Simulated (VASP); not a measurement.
# Cs3Ta (P4/mmm) in VASP: further runs

Runs on Cs3Ta. Level: PBE. Tasks: single point.

Everything below comes from runs of VASP 6.6.1. Logs are shortened: lines on timing, memory, paths and dates and some standing lists are left out, and cuts for length are marked.

## 1. The cell of the first run

Symmetry: P4/mmm, No. 123, tetragonal system. Conventional cell: a = 5.288 Å, b = 5.288 Å, c = 5.233 Å, α = 90.00°, β = 90.00°, γ = 90.00°. Cs (site symmetry mmm) has 8 Cs at 3.72 to 3.74 Å and 4 Ta at 3.72 Å within 4.9 Å. Cs (site symmetry 4/mmm) has 8 Cs at 3.72 Å and 4 Ta at 3.74 Å within 4.9 Å. Within 4.9 Å of Ta (site symmetry 4/mmm) lie 12 Cs at 3.72 to 3.74 Å.

## 2. Single point, PBE

Input file INCAR:

```
SYSTEM = Cs3Ta
ALGO = Normal ; EDIFF = 1E-6
ENCUT = 520 ; GGA = PE
ISIF = 2 ; ISMEAR = 0
LASPH = .True. ; LCHARG = .False.
LREAL = .False. ; LWAVE = .False.
NBANDS = 27 ; NELM = 80
PREC = Accurate ; SIGMA = 0.1
```

Input file KPOINTS:

```
k-points
0
Gamma
  4 4 4
  0 0 0
```

Input file POSCAR:

```
Cs3Ta
1.0
    5.2876245403      0.0000000000      0.0000000000
    0.0000000000      5.2876245403      0.0000000000
    0.0000000000      0.0000000000      5.2332751402
Cs Ta
3 1
Direct
    0.0000000000      0.5000000000      0.5000000000
    0.5000000000      0.0000000000      0.5000000000
    0.5000000000      0.5000000000      0.0000000000
    0.0000000000      0.0000000000      0.0000000000
```

Potentials or basis: VASP PAW PBE potentials, release 64 (Cs_sv, Ta_pv).

Started as:

```
> cat potpaw_PBE.64/Cs_sv/POTCAR potpaw_PBE.64/Ta_pv/POTCAR > POTCAR
> mpirun -np 1 vasp_std > vasp.out
```

OUTCAR:

```text
SYSTEM = Cs3Ta
   EDIFF = 1E-6
   ENCUT = 520
   GGA = PE
   ISIF = 2
   ISMEAR = 0
   LASPH = .True.
   LREAL = .False.
   NELM = 80
   PREC = Accurate

 ion  position               nearest neighbor table
   1  0.000  0.500  0.500-
   2  0.500  0.000  0.500-
   3  0.500  0.500  0.000-
   4  0.000  0.000  0.000-

  LATTYP: Found a simple tetragonal cell.
 ALAT       =     5.2876245403
 C/A-ratio  =     0.9897213957

  Lattice vectors:

 A1 = (   5.2876245403,   0.0000000000,   0.0000000000)
 A2 = (   0.0000000000,   5.2876245403,   0.0000000000)
 A3 = (   0.0000000000,   0.0000000000,   5.2332751402)

Analysis of symmetry for initial positions (statically):
=====================================================================
 Subroutine PRICEL returns:
 Original cell was already a primitive cell.

 Routine SETGRP: Setting up the symmetry group for a
 simple tetragonal supercell.

 Subroutine GETGRP returns: Found 16 space group operations
 (whereof 16 operations were pure point group operations)
 out of a pool of 16 trial point group operations.

The static configuration has the point symmetry D_4h.

Analysis of symmetry for dynamics (positions and initial velocities):
=====================================================================
 Subroutine PRICEL returns:
 Original cell was already a primitive cell.

 Routine SETGRP: Setting up the symmetry group for a
 simple tetragonal supercell.

 Subroutine GETGRP returns: Found 16 space group operations
 (whereof 16 operations were pure point group operations)
 out of a pool of 16 trial point group operations.

The dynamic configuration has the point symmetry D_4h.

 Subroutine INISYM returns: Found 16 space group operations
 (whereof 16 operations are pure point group operations),
 and found     1 'primitive' translations

----------------------------------------------------------------------------------------

                                     Primitive cell

  volume of cell :     146.3170

  direct lattice vectors                    reciprocal lattice vectors
     5.287624540  0.000000000  0.000000000     0.189120841  0.000000000  0.000000000
     0.000000000  5.287624540  0.000000000     0.000000000  0.189120841  0.000000000
     0.000000000  0.000000000  5.233275140     0.000000000  0.000000000  0.191084927

  length of vectors
     5.287624540  5.287624540  5.233275140     0.189120841  0.189120841  0.191084927

  position of ions in fractional coordinates (direct lattice)
     0.000000000  0.500000000  0.500000000
     0.500000000  0.000000000  0.500000000
     0.500000000  0.500000000  0.000000000
     0.000000000  0.000000000  0.000000000

  ion indices of the primitive-cell ions
   primitive index   ion index
                 1           1
                 2           2
                 3           3
                 4           4

----------------------------------------------------------------------------------------

 KPOINTS: k-points

Automatic generation of k-mesh.
 Grid dimensions read from file:
 generate k-points for:    4    4    4

 Generating k-lattice:

  Cartesian coordinates                     Fractional coordinates (reciprocal lattice)
     0.047280210  0.000000000  0.000000000     0.250000000  0.000000000  0.000000000
     0.000000000  0.047280210  0.000000000     0.000000000  0.250000000  0.000000000
     0.000000000  0.000000000  0.047771232     0.000000000  0.000000000  0.250000000

  Length of vectors
     0.047280210  0.047280210  0.047771232

  Shift w.r.t. Gamma in fractional coordinates (k-lattice)
     0.000000000  0.000000000  0.000000000

 Subroutine IBZKPT returns following result:
 ===========================================

 Found     18 irreducible k-points:

 Following reciprocal coordinates:
            Coordinates               Weight
  0.000000  0.000000  0.000000      1.000000
  0.250000  0.000000  0.000000      4.000000
  0.500000  0.000000  0.000000      2.000000
  0.250000  0.250000  0.000000      4.000000
  0.500000  0.250000  0.000000      4.000000
  0.500000  0.500000  0.000000      1.000000
[... 10 lines left out ...]
  0.500000  0.250000  0.500000      4.000000
  0.500000  0.500000  0.500000      1.000000
   k-points           NKPTS =     18   k-points in BZ     NKDIM =     18   number of bands    NBANDS=     27
   number of dos      NEDOS =    301   number of ions     NIONS =      4
   total plane-waves  NPLWV =  64000
   dimension x,y,z NGX =    40 NGY =   40 NGZ =   40
   dimension x,y,z NGXF=    80 NGYF=   80 NGZF=   80
   ions per type =               3   1
   NGX,Y,Z   is equivalent  to a cutoff of  12.58, 12.58, 12.71 a.u.
   NGXF,Y,Z  is equivalent  to a cutoff of  25.15, 25.15, 25.41 a.u.
 SYSTEM =  Cs3Ta
   PREC   = accura    normal or accurate (medium, high low for compatibility)
   ISTART =      0    job   : 0-new  1-cont  2-samecut
   ICHARG =      2    charge: 1-file 2-atom 10-const
   ISPIN  =      1    spin polarized calculation?
   LNONCOLLINEAR =      F non collinear calculations
   LSORBIT =      F    spin-orbit coupling
   LASPH  =      T    aspherical Exc in radial PAW
   ENCUT  =  520.0 eV  38.22 Ry    6.18 a.u.   9.83  9.83  9.73*2*pi/ulx,y,z
   NELM   =     80;   NELMIN=  2; NELMDL= -5     # of ELM steps
   EDIFF  = 0.1E-05   stopping-criterion for ELM
   LREAL  =      F    real-space projection
   EDIFFG = 0.1E-04   stopping-criterion for IOM
   NSW    =      0    number of steps for IOM
   IBRION =     -1    ionic relax: 0-MD 1-quasi-New 2-CG
   NFREE  =      0    steps in history (QN), initial steepest desc. (CG)
   ISIF   =      2    stress and relaxation
   ISYM   =      2    0-nonsym 1-usesym 2-fastsym
   POTIM  = 0.5000    time-step for ionic-motion
   TEBEG  =    0.0;   TEEND  =   0.0 temperature during run
   PSTRESS=    0.0 pullay stress
   NELECT =      38.0000    total number of electrons
   NUPDOWN=      -1.0000    fix difference up-down
   EMIN   =  10.00;   EMAX   =-10.00  energy-range for DOS
   EFERMI =   0.00;   METHOD = LEGACY
   ISMEAR =     0;   SIGMA  =   0.10  broadening in eV -4-tet -1-fermi 0-gaus
   EFERMI_NEDOS =   21; number of points for ismear=-14 and -15
   IALGO  =     38    algorithm
   IMIX   =      4    mixing-type and parameters
     AMIX     =   0.40;   BMIX     =  1.00
     AMIX_MAG =   1.60;   BMIX_MAG =  1.00
  volume/ion in A,a.u.               =      36.58       246.85
  Fermi-wavevector in a.u.,A,eV,Ry     =   1.044490  1.973801 14.843413  1.090960
  Thomas-Fermi vector in A             =   2.179245
   LORBIT       =      0    0 simple, 1 ext, 2 COOP (PROOUT), +10 PAW based schemes
   GGA     = PE    functional components
   LHFCALC =     F    Hartree Fock is set to
   AEXX    =    0.0000 exact exchange contribution
   IVDW    =     0    specifies the selected vdW correction
   LEPSILON=     F    determine dielectric tensor
   LRPA    =     F    only Hartree local field effects (RPA)
 non-spin polarized calculation
 Gauss-broadening in eV      SIGMA  =   0.10
  energy-cutoff  :      520.00
  volume of cell :      146.32
 maximum number of plane-waves:      3964
 NGX is ok and might be reduce to    40
   NGX = 19   NGY = 19   NGZ = 19

 number of electron      37.9999987 magnetization

 Free energy of the ion-electron system (eV)
  ---------------------------------------------------
  ext. energy  EPLUGINS =         0.00000000
  ---------------------------------------------------
  free energy    TOTEN  =        -6.83241068 eV

  energy without entropy =       -6.78445115  energy(sigma->0) =       -6.80843092

 E-fermi :   3.9941     XC(G=0):  -9.3106

 val. band max:        3.9813160779   @ k =   0.2500   0.0000   0.5000
 cond. band min:       4.0223250595   @ k =   0.2500   0.2500   0.2500
 fundamental gap:      0.0410089816
 Fermi energy:         3.9941348858

 k-point     1 :       0.0000    0.0000    0.0000
  band No.  band energies     occupation
      1     -30.7722      2.00000
      2     -30.7711      2.00000
      3     -30.7711      2.00000
      4     -19.4555      2.00000
      5     -18.8532      2.00000
      6     -18.8477      2.00000
[... 19 lines left out ...]
     26       7.7014      0.00000
     27       7.7872      0.00000

 k-point     2 :       0.2500    0.0000    0.0000
  band No.  band energies     occupation
      1     -30.7722      2.00000
      2     -30.7714      2.00000
      3     -30.7711      2.00000
      4     -19.3834      2.00000
      5     -18.9284      2.00000
      6     -18.8495      2.00000
[... 19 lines left out ...]
     26       6.4644      0.00000
     27       7.5605      0.00000

 k-point     3 :       0.5000    0.0000    0.0000
  band No.  band energies     occupation
      1     -30.7721      2.00000
      2     -30.7717      2.00000
      3     -30.7711      2.00000
      4     -19.2676      2.00000
      5     -19.0512      2.00000
      6     -18.8473      2.00000
[... 19 lines left out ...]
     26       5.6383      0.00000
     27       7.8729      0.00000

 k-point     4 :       0.2500    0.2500    0.0000
  band No.  band energies     occupation
      1     -30.7721      2.00000
      2     -30.7714      2.00000
      3     -30.7714      2.00000
      4     -19.3177      2.00000
      5     -18.9474      2.00000
      6     -18.8977      2.00000
[... 19 lines left out ...]
     26       6.6881      0.00000
     27       6.9426      0.00000
[... 336 lines left out ...]
      4     -19.1427      2.00000
      5     -19.0719      2.00000
      6     -18.9422      2.00000
[... 19 lines left out ...]
     26       6.7262      0.00000
     27       7.1515      0.00000

 k-point    17 :       0.5000    0.2500    0.5000
  band No.  band energies     occupation
      1     -30.7727      2.00000
      2     -30.7716      2.00000
      3     -30.7713      2.00000
      4     -19.0686      2.00000
      5     -19.0425      2.00000
      6     -19.0398      2.00000
[... 19 lines left out ...]
     26       6.1553      0.00000
     27       6.2235      0.00000

 k-point    18 :       0.5000    0.5000    0.5000
  band No.  band energies     occupation
      1     -30.7727      2.00000
      2     -30.7715      2.00000
      3     -30.7715      2.00000
      4     -19.0662      2.00000
      5     -19.0376      2.00000
      6     -19.0376      2.00000
[... 19 lines left out ...]
     26       7.0715      0.00000
     27       7.0715      0.00000

------------------------ aborting loop because EDIFF is reached ----------------------------------------

  FORCE on cell =-STRESS in cart. coord.  units (eV):
  Direction    XX          YY          ZZ          XY          YZ          ZX
  --------------------------------------------------------------------------------------
  -------------------------------------------------------------------------------------
  Total        3.1944924      3.1944924      3.2712865      0.0000000     -0.0000000      0.0000000
  in kB       34.9798266     34.9798266     35.8207257      0.0000000     -0.0000000      0.0000000
  external PRESSURE =      35.2601263 kB  Pullay stress =       0.0000000 kB

 VOLUME and BASIS-vectors are now :
 -----------------------------------------------------------------------------
  energy-cutoff  :      520.00
  volume of cell :      146.32
      direct lattice vectors                 reciprocal lattice vectors
     5.287624540  0.000000000  0.000000000     0.189120841  0.000000000  0.000000000
     0.000000000  5.287624540  0.000000000     0.000000000  0.189120841  0.000000000
     0.000000000  0.000000000  5.233275140     0.000000000  0.000000000  0.191084927

 POSITION                                       TOTAL-FORCE (eV/Angst)
 -----------------------------------------------------------------------------------
      0.00000      2.64381      2.61664         0.000000      0.000000      0.000000
      2.64381      0.00000      2.61664         0.000000      0.000000      0.000000
      2.64381      2.64381      0.00000         0.000000      0.000000      0.000000
      0.00000      0.00000      0.00000         0.000000      0.000000      0.000000
 -----------------------------------------------------------------------------------
    total drift:                                0.000000     -0.000000     -0.000000

  FREE ENERGIE OF THE ION-ELECTRON SYSTEM (eV)
  ---------------------------------------------------
  free  energy   TOTEN  =        -6.8324106835 eV

  energy  without entropy=       -6.7844511500  energy(sigma->0) =       -6.80843092
```

Run time: 45 s. Hardware: 1 thread of Intel Xeon 6975P-C (Granite Rapids), shared host; peak memory 0.26 GiB.

Results:

| Property | Result |
| --- | --- |
| Free energy | -6.8324 eV |
| Pressure | 3.5 GPa |
| Band gap on the k mesh | zero (bands 19 and 20 overlap by 1.28 eV) |

Stress tensor (GPa, compression positive):
```
3.50 0.00 0.00
0.00 3.50 0.00
0.00 0.00 3.58
```

Levels at points of the mesh, in eV from the Fermi level:
| k point | band 16 | band 17 | band 18 | band 19 | band 20 | band 21 | band 22 | band 23 |
| --- | --- | --- | --- | --- | --- | --- | --- | --- |
| (0.00, 0.00, 0.00) | -3.45 | -1.18 | -1.16 | -1.07 | -0.71 | -0.69 | -0.69 | 2.37 |
| (0.50, 0.00, 0.00) | -1.86 | -0.52 | -0.29 | -0.13 | 0.41 | 0.56 | 0.59 | 0.61 |
| (0.50, 0.50, 0.00) | -1.66 | -0.07 | 0.22 | 0.57 | 0.57 | 0.69 | 0.78 | 1.05 |
| (0.00, 0.00, 0.50) | -1.81 | -0.51 | -0.29 | -0.08 | 0.44 | 0.60 | 0.60 | 0.68 |
| (0.50, 0.00, 0.50) | -1.68 | -0.06 | 0.25 | 0.54 | 0.56 | 0.62 | 0.79 | 1.08 |
| (0.50, 0.50, 0.50) | -3.01 | -0.62 | -0.60 | -0.60 | 0.46 | 0.50 | 1.95 | 1.95 |

Caveat: the cell stands under pressure; spin-orbit coupling is left out, which moves the levels of the heavy elements.

## 3. Single point, PBE

This run uses another cell than the first one, of 53.77 Å³/atom.

Input file INCAR:

```
SYSTEM = Cs3Ta
PREC = Accurate
ENCUT = 520
EDIFF = 1E-6
ISMEAR = 0
SIGMA = 0.1
LREAL = .FALSE.
LASPH = .TRUE.
NELM = 100
ALGO = Fast
ISIF = 2
LWAVE = .FALSE.
LCHARG = .TRUE.
GGA = PE
LELF = .TRUE.
LVHAR = .TRUE.
NBANDS = 27
```

Input file KPOINTS:

```
Automatic mesh
0
G
  8 8 8
  0 0 0
```

Input file POSCAR:

```
Cs3Ta
1.0
    5.9937901283      0.0000000000      0.0000000000
    0.0000000000      5.9937901283      0.0000000000
    0.0000000000      0.0000000000      5.9867081097
Cs Ta
3 1
Direct
    0.0000000000      0.5000000000      0.5000000000
    0.5000000000      0.0000000000      0.5000000000
    0.5000000000      0.5000000000      0.0000000000
    0.0000000000      0.0000000000      0.0000000000
```

Potentials or basis: VASP PAW PBE potentials, release 64 (Cs_sv, Ta_pv).

Started as:

```
> cat potpaw_PBE.64/Cs_sv/POTCAR potpaw_PBE.64/Ta_pv/POTCAR > POTCAR
> mpirun -np 1 vasp_std > vasp.out
```

Run time: 7.1 min. Hardware: 1 thread of Intel Xeon 6975P-C (Granite Rapids), shared host; peak memory 0.58 GiB.

Results (log left out):

| Property | Result |
| --- | --- |
| Free energy | -7.3636 eV |
| Pressure | 0.0 GPa |
| Band gap on the k mesh | zero (bands 19 and 20 overlap by 0.44 eV) |

Levels at points of the mesh, in eV from the Fermi level:
| k point | band 17 | band 18 | band 19 | band 20 | band 21 | band 22 |
| --- | --- | --- | --- | --- | --- | --- |
| (0.00, 0.00, 0.00) | -0.60 | -0.60 | -0.60 | -0.22 | -0.22 | -0.22 |
| (0.50, 0.00, 0.00) | -0.62 | -0.14 | -0.06 | 0.23 | 0.23 | 0.24 |
| (0.50, 0.50, 0.00) | -0.13 | 0.10 | 0.22 | 0.22 | 0.27 | 0.27 |
| (0.00, 0.00, 0.50) | -0.61 | -0.13 | -0.05 | 0.23 | 0.24 | 0.24 |
| (0.50, 0.00, 0.50) | -0.13 | 0.11 | 0.22 | 0.22 | 0.27 | 0.27 |
| (0.50, 0.50, 0.50) | -0.45 | -0.44 | -0.44 | 0.33 | 0.33 | 1.59 |

Caveat: spin-orbit coupling is left out, which moves the levels of the heavy elements.

[end of part 1 of 2]

The gap in the log of VASP goes by the Fermi energy; the results here count the filled bands.